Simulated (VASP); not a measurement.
# GaSb (F-43m) in VASP: settings compared, part 2 of 2

VASP 6.6.1.

## 4. Single point, PBE

This run uses another cell than the first one, of 25.15 Å³/atom, 0.848 times its volume.

The input, INCAR:

```
SYSTEM = GaSb
  ALGO = Normal
  EDIFF = 1E-6
  ENCUT = 520
  GGA = PE
  ISIF = 2
  ISMEAR = -1
  LASPH = .True.
  LCHARG = .True.
  LELF = .True.
  LREAL = .False.
  LVHAR = .True.
  LWAVE = .False.
  NBANDS = 16
  NELM = 80
  PREC = Accurate
  SIGMA = 0.15
```

The input, KPOINTS:

```
k-points
0
Gamma
  12 12 12
  0 0 0
```

The input, POSCAR:

```
GaSb
1.0
    0.0000000000      2.9296975466      2.9296975466
    2.9296975466      0.0000000000      2.9296975466
    2.9296975466      2.9296975466      0.0000000000
Ga Sb
1 1
Direct
    0.0000000000      0.0000000000      0.0000000000
    0.7500000000      0.7500000000      0.7500000000
```

Potentials or basis: VASP PAW PBE potentials, release 64 (Ga_d, Sb).

On the command line:

```bash
> cat potpaw_PBE.64/Ga_d/POTCAR potpaw_PBE.64/Sb/POTCAR > POTCAR
> mpirun -np 1 vasp_std > vasp.out
```

OUTCAR:

```text
SYSTEM = GaSb
   EDIFF = 1E-6
   ENCUT = 520
   GGA = PE
   ISIF = 2
   ISMEAR = -1
   LASPH = .True.
   LREAL = .False.
   NELM = 80
   PREC = Accurate

 ion  position               nearest neighbor table
   1  0.000  0.000  0.000-   2 2.54   2 2.54   2 2.54   2 2.54
   2  0.750  0.750  0.750-   1 2.54   1 2.54   1 2.54   1 2.54

  LATTYP: Found a face centered cubic cell.
 ALAT       =     5.8593950932

  Lattice vectors:

 A1 = (   0.0000000000,   2.9296975466,   2.9296975466)
 A2 = (   2.9296975466,   0.0000000000,   2.9296975466)
 A3 = (   2.9296975466,   2.9296975466,   0.0000000000)

Analysis of symmetry for initial positions (statically):
=====================================================================
 Subroutine PRICEL returns:
 Original cell was already a primitive cell.

 Routine SETGRP: Setting up the symmetry group for a
 face centered cubic supercell.

 Subroutine GETGRP returns: Found 24 space group operations
 (whereof 24 operations were pure point group operations)
 out of a pool of 48 trial point group operations.

The static configuration has the point symmetry T_d .

Analysis of symmetry for dynamics (positions and initial velocities):
=====================================================================
 Subroutine PRICEL returns:
 Original cell was already a primitive cell.

 Routine SETGRP: Setting up the symmetry group for a
 face centered cubic supercell.

 Subroutine GETGRP returns: Found 24 space group operations
 (whereof 24 operations were pure point group operations)
 out of a pool of 48 trial point group operations.

The dynamic configuration has the point symmetry T_d .

 Subroutine INISYM returns: Found 24 space group operations
 (whereof 24 operations are pure point group operations),
 and found     1 'primitive' translations

----------------------------------------------------------------------------------------

                                     Primitive cell

  volume of cell :      50.2919

  direct lattice vectors                    reciprocal lattice vectors
     0.000000000  2.929697547  2.929697547    -0.170666081  0.170666081  0.170666081
     2.929697547  0.000000000  2.929697547     0.170666081 -0.170666081  0.170666081
     2.929697547  2.929697547  0.000000000     0.170666081  0.170666081 -0.170666081

  length of vectors
     4.143218004  4.143218004  4.143218004     0.295602324  0.295602324  0.295602324

  position of ions in fractional coordinates (direct lattice)
     0.000000000  0.000000000  0.000000000
     0.750000000  0.750000000  0.750000000

  ion indices of the primitive-cell ions
   primitive index   ion index
                 1           1
                 2           2

----------------------------------------------------------------------------------------

 KPOINTS: k-points

Automatic generation of k-mesh.
 Grid dimensions read from file:
 generate k-points for:   12   12   12

 Generating k-lattice:

  Cartesian coordinates                     Fractional coordinates (reciprocal lattice)
    -0.014222173  0.014222173  0.014222173     0.083333333  0.000000000  0.000000000
     0.014222173 -0.014222173  0.014222173     0.000000000  0.083333333  0.000000000
     0.014222173  0.014222173 -0.014222173     0.000000000  0.000000000  0.083333333

  Length of vectors
     0.024633527  0.024633527  0.024633527

  Shift w.r.t. Gamma in fractional coordinates (k-lattice)
     0.000000000  0.000000000  0.000000000

 Subroutine IBZKPT returns following result:
 ===========================================

 Found     72 irreducible k-points:

 Following reciprocal coordinates:
            Coordinates               Weight
  0.000000  0.000000  0.000000      1.000000
  0.083333  0.000000  0.000000      8.000000
  0.166667  0.000000  0.000000      8.000000
  0.250000  0.000000  0.000000      8.000000
  0.333333  0.000000  0.000000      8.000000
  0.416667  0.000000  0.000000      8.000000
[... 16 lines left out ...]
  0.500000  0.166667  0.000000     24.000000
 -0.416667  0.166667  0.000000     24.000000
 [... further k-points ...]
   k-points           NKPTS =     72   k-points in BZ     NKDIM =     72   number of bands    NBANDS=     16
   number of dos      NEDOS =    301   number of ions     NIONS =      2
   total plane-waves  NPLWV =  32768
   dimension x,y,z NGX =    32 NGY =   32 NGZ =   32
   dimension x,y,z NGXF=    64 NGYF=   64 NGZF=   64
   ions per type =               1   1
   NGX,Y,Z   is equivalent  to a cutoff of  12.84, 12.84, 12.84 a.u.
   NGXF,Y,Z  is equivalent  to a cutoff of  25.68, 25.68, 25.68 a.u.
 SYSTEM =  GaSb
   PREC   = accura    normal or accurate (medium, high low for compatibility)
   ISTART =      0    job   : 0-new  1-cont  2-samecut
   ICHARG =      2    charge: 1-file 2-atom 10-const
   ISPIN  =      1    spin polarized calculation?
   LNONCOLLINEAR =      F non collinear calculations
   LSORBIT =      F    spin-orbit coupling
   LASPH  =      T    aspherical Exc in radial PAW
   ENCUT  =  520.0 eV  38.22 Ry    6.18 a.u.   7.70  7.70  7.70*2*pi/ulx,y,z
   NELM   =     80;   NELMIN=  2; NELMDL= -5     # of ELM steps
   EDIFF  = 0.1E-05   stopping-criterion for ELM
   LREAL  =      F    real-space projection
   EDIFFG = 0.1E-04   stopping-criterion for IOM
   NSW    =      0    number of steps for IOM
   IBRION =     -1    ionic relax: 0-MD 1-quasi-New 2-CG
   NFREE  =      0    steps in history (QN), initial steepest desc. (CG)
   ISIF   =      2    stress and relaxation
   ISYM   =      2    0-nonsym 1-usesym 2-fastsym
   POTIM  = 0.5000    time-step for ionic-motion
   TEBEG  =    0.0;   TEEND  =   0.0 temperature during run
   PSTRESS=    0.0 pullay stress
   NELECT =      18.0000    total number of electrons
   NUPDOWN=      -1.0000    fix difference up-down
   EMIN   =  10.00;   EMAX   =-10.00  energy-range for DOS
   EFERMI =   0.00;   METHOD = LEGACY
   ISMEAR =    -1;   SIGMA  =   0.15  broadening in eV -4-tet -1-fermi 0-gaus
   EFERMI_NEDOS =   21; number of points for ismear=-14 and -15
   IALGO  =     38    algorithm
   IMIX   =      4    mixing-type and parameters
     AMIX     =   0.40;   BMIX     =  1.00
     AMIX_MAG =   1.60;   BMIX_MAG =  1.00
  volume/ion in A,a.u.               =      25.15       169.69
  Fermi-wavevector in a.u.,A,eV,Ry     =   1.162339  2.196503 18.381912  1.351032
  Thomas-Fermi vector in A             =   2.298901
   LORBIT       =      0    0 simple, 1 ext, 2 COOP (PROOUT), +10 PAW based schemes
   GGA     = PE    functional components
   LHFCALC =     F    Hartree Fock is set to
   AEXX    =    0.0000 exact exchange contribution
   IVDW    =     0    specifies the selected vdW correction
   LEPSILON=     F    determine dielectric tensor
   LRPA    =     F    only Hartree local field effects (RPA)
 non-spin polarized calculation
  energy-cutoff  :      520.00
  volume of cell :       50.29
 maximum number of plane-waves:      1375
   NGX = 15   NGY = 15   NGZ = 15

 number of electron      17.9999999 magnetization

 Free energy of the ion-electron system (eV)
  ---------------------------------------------------
  ext. energy  EPLUGINS =         0.00000000
  ---------------------------------------------------
  free energy    TOTEN  =        -7.06204199 eV

  energy without entropy =       -7.05782520  energy(sigma->0) =       -7.05993360

 E-fermi :   6.5622     XC(G=0):  -9.6697

 val. band max:        6.2964956112   @ k =   0.0000   0.0000   0.0000
 cond. band min:       6.9501794813   @ k =   0.4167   0.4167   0.0000
 fundamental gap:      0.6536838701
 Fermi energy:         6.5622256221

 k-point     1 :       0.0000    0.0000    0.0000
  band No.  band energies     occupation
      1      -9.0526      2.00000
      2      -9.0526      2.00000
      3      -9.0526      2.00000
      4      -8.9792      2.00000
      5      -8.9792      2.00000
      6      -6.1634      2.00000
[... 8 lines left out ...]
     15      15.1327      0.00000
     16      15.1327      0.00000

 k-point     2 :       0.0833    0.0000    0.0000
  band No.  band energies     occupation
      1      -9.0560      2.00000
      2      -9.0513      2.00000
      3      -9.0513      2.00000
      4      -8.9794      2.00000
      5      -8.9794      2.00000
      6      -6.0797      2.00000
[... 8 lines left out ...]
     15      14.4935      0.00000
     16      14.4935      0.00000
[... 387 lines left out ...]
      5      -8.9783      2.00000
      6      -4.0329      2.00000
[... 8 lines left out ...]
     15      16.6687      0.00000
     16      16.6918      0.00000

 k-point    24 :      -0.4167    0.1667    0.0000
  band No.  band energies     occupation
      1      -9.1037      2.00000
      2      -9.0325      2.00000
      3      -9.0307      2.00000
      4      -8.9823      2.00000
      5      -8.9799      2.00000
      6      -3.9547      2.00000
[... 8 lines left out ...]
     15      15.2690      0.00000
     16      15.7763      0.00000

 [... further k-points ...]
[... 5 lines left out ...]
  --------------------------------------------------------------------------------------
  -------------------------------------------------------------------------------------
  Total        3.8022741      3.8022741      3.8022741      0.0000000      0.0000000     -0.0000000
  in kB      121.1310950    121.1310950    121.1310950      0.0000000      0.0000000     -0.0000000
  external PRESSURE =     121.1310950 kB  Pullay stress =       0.0000000 kB

 VOLUME and BASIS-vectors are now :
 -----------------------------------------------------------------------------
  energy-cutoff  :      520.00
  volume of cell :       50.29
      direct lattice vectors                 reciprocal lattice vectors
     0.000000000  2.929697547  2.929697547    -0.170666081  0.170666081  0.170666081
     2.929697547  0.000000000  2.929697547     0.170666081 -0.170666081  0.170666081
     2.929697547  2.929697547  0.000000000     0.170666081  0.170666081 -0.170666081

 POSITION                                       TOTAL-FORCE (eV/Angst)
 -----------------------------------------------------------------------------------
      0.00000      0.00000      0.00000        -0.000000     -0.000000     -0.000000
      4.39455      4.39455      4.39455         0.000000      0.000000      0.000000
 -----------------------------------------------------------------------------------
    total drift:                               -0.000001     -0.000001     -0.000001

  FREE ENERGIE OF THE ION-ELECTRON SYSTEM (eV)
  ---------------------------------------------------
  free  energy   TOTEN  =        -7.0620419907 eV

  energy  without entropy=       -7.0578252036  energy(sigma->0) =       -7.05993360
```

stdout:

```text
POSCAR found type information on POSCAR GaSb
 POSCAR found :  2 types and       2 ions
 scaLAPACK will be used
 LDA part: xc-table for (Slater+PW92), standard interpolation
 POSCAR, INCAR and KPOINTS ok, starting setup
 FFT: planning ... GRIDC
 FFT: planning ... GRID_SOFT
 FFT: planning ... GRID
 WAVECAR not read
 entering main loop
```

It took 42 s on 1 thread of Intel Xeon Platinum 8259CL at 2.50GHz (Skylake/Cascade Lake), shared host; peak memory 0.21 GiB.

What came out:

```
Free energy            : -7.0620 eV
Pressure               : 12.1 GPa
Band gap on the k mesh : 0.65 eV, indirect (least direct gap 1.01 eV)
```

Caveat: spin-orbit coupling is left out, which moves the levels of the heavy elements.

## 5. Relaxation of cell and atoms, PBE, target pressure 12 GPa, at which the enthalpy is minimised

This run uses another cell than the first one, of 30.02 Å³/atom, 1.012 times its volume.

The input, INCAR:

```
SYSTEM = GaSb
PREC = Accurate ; ENCUT = 600
EDIFF = 1E-6 ; ISMEAR = -1
SIGMA = 0.15 ; LREAL = .FALSE.
LASPH = .TRUE. ; NELM = 100
ALGO = Normal ; ISIF = 3
LWAVE = .FALSE. ; LCHARG = .FALSE.
GGA = PE ; IBRION = 2
NSW = 80 ; EDIFFG = -0.001
PSTRESS = 120.0
```

The input, KPOINTS:

```
Automatic mesh
0
G
  12 12 12
  0 0 0
```

The input, POSCAR:

```
GaSb
1.0
    0.0000000000      3.1078060456      3.1078060456
    3.1078060456      0.0000000000      3.1078060456
    3.1078060456      3.1078060456      0.0000000000
Ga Sb
1 1
Direct
    0.0000000000      0.0000000000      0.0000000000
    0.7500000000      0.7500000000      0.7500000000
```

On the command line:

```bash
> cat potpaw_PBE.64/Ga_d/POTCAR potpaw_PBE.64/Sb/POTCAR > POTCAR
> mpirun -np 1 vasp_std > vasp.out
```

It took 4.8 min on 1 thread of Intel Xeon Platinum 8259CL at 2.50GHz (Skylake/Cascade Lake), shared host; peak memory 0.26 GiB.

Results (log left out):

* Free energy: -7.0680 eV
* Relaxed volume: 25.18 Å³/atom
* Relaxed cell: a = 4.145 Å, b = 4.145 Å, c = 4.145 Å, α = 60.00°, β = 60.00°, γ = 60.00°
* Space group after relaxing (to 0.05 Å): F-43m (No. 216)
* Energy change on relaxing (the enthalpy is what falls): +153.6 meV/atom
* Ionic steps: 12
* Pressure after relaxing: 12.0 GPa
* Band gap on the k mesh: 0.66 eV, indirect (least direct gap 1.00 eV)

The path:
```
step  energy change (eV)  largest force (eV/Å)  pressure (GPa)  volume (Å³)
   1              0.0000                0.0000            0.06        60.03
   2              1.3572                0.0000           34.27        42.61
   3              0.2874                0.0000           11.60        50.63
   4              0.3003                0.0000           11.83        50.45
   5              0.3138                0.0000           12.17        50.27
   6              0.3006                0.0000           11.79        50.45
   7              0.3079                0.0000           12.08        50.35
   8              0.3059                0.0000           11.92        50.38
   9              0.3069                0.0000           11.99        50.36
  10              0.3071                0.0000           11.98        50.36
  11              0.3075                0.0000           12.03        50.36
  12              0.3073                0.0000           12.00        50.36
```

Final structure:
```
CELL_PARAMETERS angstrom
0.00000 2.93100 2.93100
2.93100 0.00000 2.93100
2.93100 2.93100 0.00000
ATOMIC_POSITIONS crystal
Ga 0.00000 0.00000 0.00000
Sb 0.75000 0.75000 0.75000
```

Levels at points of the mesh, in eV from the valence-band top:
```
           k point  band 7  band 8  band 9  band 10  band 11  band 12
(0.00, 0.00, 0.00)    0.00    0.00    0.00     1.00     2.72     2.72
(0.50, 0.00, 0.00)   -7.07   -1.38   -1.38     0.69     3.72     3.72
(0.50, 0.50, 0.00)   -7.46   -3.06   -3.06     0.72     0.98     9.54
```

Caveat: the cell is relaxed towards a set pressure, so the enthalpy falls and the energy may rise; the volume moved by over 15 % at a fixed basis, so the end points are rough; spin-orbit coupling is left out, which moves the levels of the heavy elements. A k mesh can miss the band edges.

## 6. The runs side by side

| task | level | cell | cutoff (eV) | smearing | gap on the mesh (eV) | pressure (GPa) |
| --- | --- | --- | --- | --- | --- | --- |
| single point | PBE | a = 4.377 Å, angles 60.0°, 2 atoms | 520 | gaussian 0.1 eV | none | 0.6 |
| single point | r2SCAN | a = 4.394 Å, angles 60.0°, 2 atoms | 520 | gaussian 0.1 eV | 0.10 | -1.9 |
| single point | PBE | a = 4.143 Å, angles 60.0°, 2 atoms | 520 | fermi-dirac 0.15 eV | 0.65 | 12.1 |
| relaxation of cell and atoms | PBE | relaxed to 12 GPa from a = 4.395 Å, angles 60.0°, 2 atoms | 600 | fermi-dirac 0.15 eV | 0.66 | 12.0 |

Alike in all rows: potentials or basis VASP PAW PBE potentials, release 64 (Ga_d, Sb); no spin polarisation; k mesh 12 × 12 × 12.

Caveats: spin-orbit coupling is left out, which moves the levels of the heavy elements; the PAW data sets were made with another functional, which shifts forces and pressure a little (some runs); the cell is relaxed towards a set pressure, so the enthalpy falls and the energy may rise (some runs); the volume moved by over 15 % at a fixed basis, so the end points are rough (some runs).

Absolute energies hang on the potentials; compare differences alone.
